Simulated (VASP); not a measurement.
# SnTe (rocksalt type) (Fm-3m) in VASP: a series of runs

Runs on SnTe (rocksalt type). Level: PBE. Tasks: single point.

All numbers are computed with VASP 6.6.1; they aren't measurements. Logs are shortened: lines on timing, memory, paths and dates and some standing lists are left out, and cuts for length are marked.

### 1 The cell of the first run

It takes space group Fm-3m (No. 225, cubic). Conventional cell: a = 6.408 Å, b = 6.408 Å, c = 6.408 Å, α = 90.00°, β = 90.00°, γ = 90.00°. Sn (site symmetry m-3m) has 6 Te at 3.20 Å within 4.2 Å. Te (site symmetry m-3m) has 6 Sn at 3.20 Å within 4.2 Å.

### 2 Single point, PBE

INCAR

```
ALGO = Normal ; EDIFF = 1E-6
ENCUT = 520 ; GGA = PE
ISIF = 2 ; ISMEAR = -1
LASPH = True ; LCHARG = False
LREAL = False ; LWAVE = False
NBANDS = 17 ; NELM = 100
PREC = Accurate ; SIGMA = 0.1
```

KPOINTS

```
k-points
0
Gamma
  13 13 13
```

POSCAR

```
SnTe
1.0
    0.0000000000      3.2040737685      3.2040737685
    3.2040737685      0.0000000000      3.2040737685
    3.2040737685      3.2040737685      0.0000000000
Sn Te
1 1
Direct
    0.0000000000      0.0000000000      0.0000000000
    0.5000000000      0.5000000000      0.5000000000
```

Potentials or basis: VASP PAW PBE potentials, release 64 (Sn_d, Te).

Started as:

```
$ cat potpaw_PBE.64/Sn_d/POTCAR potpaw_PBE.64/Te/POTCAR > POTCAR
$ mpirun -np 1 vasp_std > vasp.out
```

OUTCAR:

```text
EDIFF = 1E-6
   ENCUT = 520
   GGA = PE
   ISIF = 2
   ISMEAR = -1
   LASPH = True
   LREAL = False
   NELM = 100
   PREC = Accurate

 ion  position               nearest neighbor table
   1  0.000  0.000  0.000-   2 3.20   2 3.20   2 3.20   2 3.20   2 3.20   2 3.20
   2  0.500  0.500  0.500-   1 3.20   1 3.20   1 3.20   1 3.20   1 3.20   1 3.20

  LATTYP: Found a face centered cubic cell.
 ALAT       =     6.4081475370

  Lattice vectors:

 A1 = (   0.0000000000,   3.2040737685,   3.2040737685)
 A2 = (   3.2040737685,   0.0000000000,   3.2040737685)
 A3 = (   3.2040737685,   3.2040737685,   0.0000000000)

Analysis of symmetry for initial positions (statically):
=====================================================================
 Subroutine PRICEL returns:
 Original cell was already a primitive cell.

 Routine SETGRP: Setting up the symmetry group for a
 face centered cubic supercell.

 Subroutine GETGRP returns: Found 48 space group operations
 (whereof 48 operations were pure point group operations)
 out of a pool of 48 trial point group operations.

The static configuration has the point symmetry O_h .

Analysis of symmetry for dynamics (positions and initial velocities):
=====================================================================
 Subroutine PRICEL returns:
 Original cell was already a primitive cell.

 Routine SETGRP: Setting up the symmetry group for a
 face centered cubic supercell.

 Subroutine GETGRP returns: Found 48 space group operations
 (whereof 48 operations were pure point group operations)
 out of a pool of 48 trial point group operations.

The dynamic configuration has the point symmetry O_h .

 Subroutine INISYM returns: Found 48 space group operations
 (whereof 48 operations are pure point group operations),
 and found     1 'primitive' translations

----------------------------------------------------------------------------------------

                                     Primitive cell

  volume of cell :      65.7866

  direct lattice vectors                    reciprocal lattice vectors
     0.000000000  3.204073768  3.204073768    -0.156051338  0.156051338  0.156051338
     3.204073768  0.000000000  3.204073768     0.156051338 -0.156051338  0.156051338
     3.204073768  3.204073768  0.000000000     0.156051338  0.156051338 -0.156051338

  length of vectors
     4.531244578  4.531244578  4.531244578     0.270288847  0.270288847  0.270288847

  position of ions in fractional coordinates (direct lattice)
     0.000000000  0.000000000  0.000000000
     0.500000000  0.500000000  0.500000000

  ion indices of the primitive-cell ions
   primitive index   ion index
                 1           1
                 2           2

----------------------------------------------------------------------------------------

 KPOINTS: k-points

Automatic generation of k-mesh.
 Grid dimensions read from file:
 generate k-points for:   13   13   13

 Generating k-lattice:

  Cartesian coordinates                     Fractional coordinates (reciprocal lattice)
    -0.012003949  0.012003949  0.012003949     0.076923077  0.000000000  0.000000000
     0.012003949 -0.012003949  0.012003949     0.000000000  0.076923077  0.000000000
     0.012003949  0.012003949 -0.012003949     0.000000000  0.000000000  0.076923077

  Length of vectors
     0.020791450  0.020791450  0.020791450

  Shift w.r.t. Gamma in fractional coordinates (k-lattice)
     0.000000000  0.000000000  0.000000000

 Subroutine IBZKPT returns following result:
 ===========================================

 Found     84 irreducible k-points:

 Following reciprocal coordinates:
            Coordinates               Weight
  0.000000  0.000000  0.000000      1.000000
  0.076923  0.000000  0.000000      8.000000
  0.153846  0.000000  0.000000      8.000000
  0.230769  0.000000  0.000000      8.000000
  0.307692  0.000000  0.000000      8.000000
  0.384615  0.000000  0.000000      8.000000
[... 16 lines left out ...]
  0.384615  0.153846  0.000000     24.000000
  0.461538  0.153846  0.000000     24.000000
 [... further k-points ...]
   k-points           NKPTS =     84   k-points in BZ     NKDIM =     84   number of bands    NBANDS=     17
   number of dos      NEDOS =    301   number of ions     NIONS =      2
   total plane-waves  NPLWV =  46656
   dimension x,y,z NGX =    36 NGY =   36 NGZ =   36
   dimension x,y,z NGXF=    72 NGYF=   72 NGZF=   72
   ions per type =               1   1
   NGX,Y,Z   is equivalent  to a cutoff of  13.21, 13.21, 13.21 a.u.
   NGXF,Y,Z  is equivalent  to a cutoff of  26.42, 26.42, 26.42 a.u.
 SYSTEM =  unknown system
   PREC   = accura    normal or accurate (medium, high low for compatibility)
   ISTART =      0    job   : 0-new  1-cont  2-samecut
   ICHARG =      2    charge: 1-file 2-atom 10-const
   ISPIN  =      1    spin polarized calculation?
   LNONCOLLINEAR =      F non collinear calculations
   LSORBIT =      F    spin-orbit coupling
   LASPH  =      T    aspherical Exc in radial PAW
   ENCUT  =  520.0 eV  38.22 Ry    6.18 a.u.   8.43  8.43  8.43*2*pi/ulx,y,z
   NELM   =    100;   NELMIN=  2; NELMDL= -5     # of ELM steps
   EDIFF  = 0.1E-05   stopping-criterion for ELM
   LREAL  =      F    real-space projection
   EDIFFG = 0.1E-04   stopping-criterion for IOM
   NSW    =      0    number of steps for IOM
   IBRION =     -1    ionic relax: 0-MD 1-quasi-New 2-CG
   NFREE  =      0    steps in history (QN), initial steepest desc. (CG)
   ISIF   =      2    stress and relaxation
   ISYM   =      2    0-nonsym 1-usesym 2-fastsym
   POTIM  = 0.5000    time-step for ionic-motion
   TEBEG  =    0.0;   TEEND  =   0.0 temperature during run
   PSTRESS=    0.0 pullay stress
   NELECT =      20.0000    total number of electrons
   NUPDOWN=      -1.0000    fix difference up-down
   EMIN   =  10.00;   EMAX   =-10.00  energy-range for DOS
   EFERMI =   0.00;   METHOD = LEGACY
   ISMEAR =    -1;   SIGMA  =   0.10  broadening in eV -4-tet -1-fermi 0-gaus
   EFERMI_NEDOS =   21; number of points for ismear=-14 and -15
   IALGO  =     38    algorithm
   IMIX   =      4    mixing-type and parameters
     AMIX     =   0.40;   BMIX     =  1.00
     AMIX_MAG =   1.60;   BMIX_MAG =  1.00
  volume/ion in A,a.u.               =      32.89       221.97
  Fermi-wavevector in a.u.,A,eV,Ry     =   1.100793  2.080197 16.486795  1.211745
  Thomas-Fermi vector in A             =   2.237210
   LORBIT       =      0    0 simple, 1 ext, 2 COOP (PROOUT), +10 PAW based schemes
   GGA     = PE    functional components
   LHFCALC =     F    Hartree Fock is set to
   AEXX    =    0.0000 exact exchange contribution
   IVDW    =     0    specifies the selected vdW correction
   LEPSILON=     F    determine dielectric tensor
   LRPA    =     F    only Hartree local field effects (RPA)
 non-spin polarized calculation
  energy-cutoff  :      520.00
  volume of cell :       65.79
 maximum number of plane-waves:      1807
 NGX is ok and might be reduce to    36
   NGX = 17   NGY = 17   NGZ = 17

 number of electron      20.0000005 magnetization

 Free energy of the ion-electron system (eV)
  ---------------------------------------------------
  ext. energy  EPLUGINS =         0.00000000
  ---------------------------------------------------
  free energy    TOTEN  =        -7.56641964 eV

  energy without entropy =       -7.56321002  energy(sigma->0) =       -7.56481483

 E-fermi :   6.3207     XC(G=0):  -9.2695

 val. band max:        6.1918001442   @ k =   0.4615   0.0000   0.0000
 cond. band min:       6.5491682309   @ k =   0.4615   0.0000   0.0000
 fundamental gap:      0.3573680866
 Fermi energy:         6.3206952326

 k-point     1 :       0.0000    0.0000    0.0000
  band No.  band energies     occupation
      1     -15.5434      2.00000
      2     -15.5434      2.00000
      3     -15.5404      2.00000
      4     -15.5404      2.00000
      5     -15.5404      2.00000
      6      -6.0989      2.00000
[... 9 lines left out ...]
     16      11.1838      0.00000
     17      13.1655      0.00000

 k-point     2 :       0.0769    0.0000    0.0000
  band No.  band energies     occupation
      1     -15.5436      2.00000
      2     -15.5436      2.00000
      3     -15.5403      2.00000
      4     -15.5401      2.00000
      5     -15.5401      2.00000
      6      -6.0525      2.00000
[... 9 lines left out ...]
     16      11.3034      0.00000
     17      13.5393      0.00000

 k-point     3 :       0.1538    0.0000    0.0000
  band No.  band energies     occupation
      1     -15.5442      2.00000
      2     -15.5442      2.00000
      3     -15.5401      2.00000
      4     -15.5393      2.00000
      5     -15.5393      2.00000
      6      -5.9163      2.00000
[... 9 lines left out ...]
     16      11.6422      0.00000
     17      14.4521      0.00000

 k-point     4 :       0.2308    0.0000    0.0000
  band No.  band energies     occupation
      1     -15.5451      2.00000
      2     -15.5451      2.00000
      3     -15.5398      2.00000
      4     -15.5380      2.00000
      5     -15.5380      2.00000
      6      -5.7014      2.00000
[... 9 lines left out ...]
     16      12.1813      0.00000
     17      15.6437      0.00000
[... 343 lines left out ...]
      1     -15.5482      2.00000
      2     -15.5432      2.00000
      3     -15.5407      2.00000
      4     -15.5368      2.00000
      5     -15.5361      2.00000
      6      -5.4752      2.00000
[... 9 lines left out ...]
     16      13.6387      0.00000
     17      14.9890      0.00000

 k-point    23 :       0.3846    0.1538    0.0000
  band No.  band energies     occupation
      1     -15.5489      2.00000
      2     -15.5442      2.00000
      3     -15.5400      2.00000
      4     -15.5361      2.00000
      5     -15.5349      2.00000
      6      -5.2150      2.00000
[... 9 lines left out ...]
     16      14.4980      0.00000
     17      15.9555      0.00000

 k-point    24 :       0.4615    0.1538    0.0000
  band No.  band energies     occupation
      1     -15.5492      2.00000
      2     -15.5452      2.00000
      3     -15.5391      2.00000
      4     -15.5356      2.00000
      5     -15.5342      2.00000
      6      -4.9790      2.00000
[... 9 lines left out ...]
     16      15.3076      0.00000
     17      15.3828      0.00000

 [... further k-points ...]
[... 5 lines left out ...]
  --------------------------------------------------------------------------------------
  -------------------------------------------------------------------------------------
  Total       -0.0195332     -0.0195332     -0.0195332     -0.0000000      0.0000000     -0.0000000
  in kB       -0.4757155     -0.4757155     -0.4757155     -0.0000000      0.0000000     -0.0000000
  external PRESSURE =      -0.4757155 kB  Pullay stress =       0.0000000 kB

 VOLUME and BASIS-vectors are now :
 -----------------------------------------------------------------------------
  energy-cutoff  :      520.00
  volume of cell :       65.79
      direct lattice vectors                 reciprocal lattice vectors
     0.000000000  3.204073768  3.204073768    -0.156051338  0.156051338  0.156051338
     3.204073768  0.000000000  3.204073768     0.156051338 -0.156051338  0.156051338
     3.204073768  3.204073768  0.000000000     0.156051338  0.156051338 -0.156051338

 POSITION                                       TOTAL-FORCE (eV/Angst)
 -----------------------------------------------------------------------------------
      0.00000      0.00000      0.00000        -0.000000      0.000000      0.000000
      3.20407      3.20407      3.20407         0.000000     -0.000000      0.000000
 -----------------------------------------------------------------------------------
    total drift:                               -0.000000      0.000000      0.000000

  FREE ENERGIE OF THE ION-ELECTRON SYSTEM (eV)
  ---------------------------------------------------
  free  energy   TOTEN  =        -7.5664196367 eV

  energy  without entropy=       -7.5632100200  energy(sigma->0) =       -7.56481483
```

Run time: 44 s. Hardware: 1 thread of Intel Xeon Platinum 8559C (Emerald Rapids), shared host; peak memory 0.26 GiB.

Results:

| Quantity | Value |
| --- | --- |
| Free energy | -7.5664 eV |
| Pressure | 0.0 GPa |

Caveat: this odd mesh misses L, where the gap lies, so gap, dielectric constants and Born charges aren't listed; spin-orbit coupling is left out, which moves the levels of the heavy elements.

### 3 Single point, PBE

INCAR

```
SYSTEM = SnTe
  PREC = Accurate
  ENCUT = 520
  EDIFF = 1E-6
  ISMEAR = -1
  SIGMA = 0.1
  LREAL = .False.
  LASPH = .True.
  NELM = 100
  ALGO = Normal
  ISIF = 2
  LWAVE = .False.
  LCHARG = .True.
  GGA = PE
  LELF = .True.
  LVHAR = .True.
  NBANDS = 17
```

KPOINTS

```
Automatic mesh
0
Gamma
  13 13 13
  0 0 0
```

POSCAR is that of step 2.

Potentials or basis: VASP PAW PBE potentials, release 64 (Sn_d, Te).

Started as:

```
$ cat potpaw_PBE.64/Sn_d/POTCAR potpaw_PBE.64/Te/POTCAR > POTCAR
$ mpirun -np 1 vasp_std > vasp.out
```

OUTCAR:

```text
SYSTEM = SnTe
   PREC = Accurate
   ENCUT = 520
   EDIFF = 1E-6
   ISMEAR = -1
   LREAL = .False.
   LASPH = .True.
   NELM = 100
   ISIF = 2
   GGA = PE

 ion  position               nearest neighbor table
   1  0.000  0.000  0.000-   2 3.20   2 3.20   2 3.20   2 3.20   2 3.20   2 3.20
   2  0.500  0.500  0.500-   1 3.20   1 3.20   1 3.20   1 3.20   1 3.20   1 3.20

  LATTYP: Found a face centered cubic cell.
 ALAT       =     6.4081475370

  Lattice vectors:

[... 191 lines left out ...]
      5     -15.5404      2.00000
      6      -6.0989      2.00000
[... 457 lines left out ...]
      4     -15.5356      2.00000
      5     -15.5342      2.00000
      6      -4.9790      2.00000
[... 9 lines left out ...]
     16      15.3076      0.00000
     17      15.3828      0.00000

 [... further k-points ...]
[... 5 lines left out ...]
  --------------------------------------------------------------------------------------
  -------------------------------------------------------------------------------------
  Total       -0.0195332     -0.0195332     -0.0195332     -0.0000000      0.0000000     -0.0000000
  in kB       -0.4757155     -0.4757155     -0.4757155     -0.0000000      0.0000000     -0.0000000
  external PRESSURE =      -0.4757155 kB  Pullay stress =       0.0000000 kB

 VOLUME and BASIS-vectors are now :
 -----------------------------------------------------------------------------
  energy-cutoff  :      520.00
  volume of cell :       65.79
      direct lattice vectors                 reciprocal lattice vectors
     0.000000000  3.204073768  3.204073768    -0.156051338  0.156051338  0.156051338
     3.204073768  0.000000000  3.204073768     0.156051338 -0.156051338  0.156051338
     3.204073768  3.204073768  0.000000000     0.156051338  0.156051338 -0.156051338

 POSITION                                       TOTAL-FORCE (eV/Angst)
 -----------------------------------------------------------------------------------
      0.00000      0.00000      0.00000        -0.000000      0.000000      0.000000
      3.20407      3.20407      3.20407         0.000000     -0.000000      0.000000
 -----------------------------------------------------------------------------------
    total drift:                               -0.000000      0.000000      0.000000

  FREE ENERGIE OF THE ION-ELECTRON SYSTEM (eV)
  ---------------------------------------------------
  free  energy   TOTEN  =        -7.5664196367 eV

  energy  without entropy=       -7.5632100200  energy(sigma->0) =       -7.56481483
```

Wall time 42 s (1 thread of Intel Xeon Platinum 8559C (Emerald Rapids), shared host); peak memory 0.26 GiB.

What came out:

```
Free energy : -7.5664 eV
Pressure    : 0.0 GPa
```

Caveat: this odd mesh misses L, where the gap lies, so gap, dielectric constants and Born charges aren't listed; spin-orbit coupling is left out, which moves the levels of the heavy elements.
